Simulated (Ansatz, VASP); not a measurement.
**Na: VASP beside Ansatz**

```
CELL_PARAMETERS angstrom
3.07721 -6.51522 0.00000
3.07721 6.51522 0.00000
0.00000 0.00000 3.77951
ATOMIC_POSITIONS crystal
Na 0.13190 0.86810 0.00000
Na 0.63190 0.36810 0.50000
Na 0.86810 0.13190 0.00000
Na 0.36810 0.63190 0.50000
```

Alike in both runs: functional PBE; k mesh 8 × 8 × 12; occupations gaussian, width 0.1 eV; no spin polarisation.

Ansatz relaxed the structure, and its values are those at the end. VASP's run is a single point on that final structure, the one shown.

```csv
,VASP,Ansatz
version,VASP 6.6.1,Ansatz 0.2.0
potentials or method,"VASP PAW PBE potentials, release 64 (Na_pv), cutoff 520 eV","scalar-relativistic, plane waves, PAW"
valence electrons in the cell,28,36
```

|  | VASP | Ansatz | Ansatz less VASP |
| --- | --- | --- | --- |
| gap on the k mesh at the Fermi level (eV) | none | none | - |
| pressure (GPa) | 0.1 | 0.0 | -0.05 |
| rms of the force components (eV/Å) | 0.003 | 0.004 | +0.0006 |

A gap of «none» marks a metal or a gap that the smearing closes. With one functional, cell and mesh, what is left measures potentials, basis and numerics. VASP's potentials hold 28 valence electrons a cell and Ansatz's 36, so a difference there can come from the potentials and not from the codes. Ansatz's warnings: structure snapped to symmetry.
